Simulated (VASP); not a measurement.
Here is a VASP 6.6.1 calculation.

The input POSCAR:

```
SiO2
1.0
    4.2356795769      0.0000000000      0.0000000000
    0.0000000000      4.2356795769      0.0000000000
    0.0000000000      0.0000000000      2.6906431348
Si O
2 4
Direct
    0.0000000000      0.0000000000      0.0000000000
    0.5000000000      0.5000000000      0.5000000000
    0.3069724955      0.3069724955      0.0000000000
    0.1930275045      0.8069724955      0.5000000000
    0.8069724955      0.1930275045      0.5000000000
    0.6930275045      0.6930275045      0.0000000000
```

Contents of INCAR.step1:

```
SYSTEM = SiO2
PREC = Accurate
ENCUT = 600
ISMEAR = -1
SIGMA = 0.02
LREAL = .False.
LASPH = .True.
NELM = 80
GGA = PE
ALGO = Normal
EDIFF = 1E-4
LWAVE = .True.
LCHARG = .False.
```

Contents of INCAR.step2:

```
SYSTEM = SiO2
PREC = Accurate
ENCUT = 600
EDIFF = 1E-7
ISMEAR = -1
SIGMA = 0.02
LREAL = .False.
LASPH = .True.
NELM = 80
ALGO = Normal
ISIF = 3
LWAVE = .False.
LCHARG = .False.
METAGGA = R2SCAN
LMIXTAU = .True.
IBRION = 2
NSW = 80
EDIFFG = -0.005
ISTART = 1
```

The input KPOINTS:

```
Automatic mesh
0
Gamma
  6 6 8
  0 0 0
```

Potentials or basis: VASP PAW PBE potentials, release 64 (Si, O).

Command:

```console
$ cat potpaw_PBE.64/Si/POTCAR potpaw_PBE.64/O/POTCAR > POTCAR
$ cp INCAR.step1 INCAR
$ mpirun -np 1 vasp_std > vasp.out
$ cp INCAR.step2 INCAR
$ mpirun -np 1 vasp_std > vasp.out
```

(1) What does it give for the relaxed volume?

(2) What does it give for the space group after relaxing (to 0.05 Å)?

(3) What does it give for the band gap on the k mesh?

## Answers

(1) 7.79 Å³/atom.

(2) P4_2/mnm (No. 136).

(3) 6.50 eV, direct.

Caveat: the PAW data sets were made with another functional, which shifts forces and pressure a little.
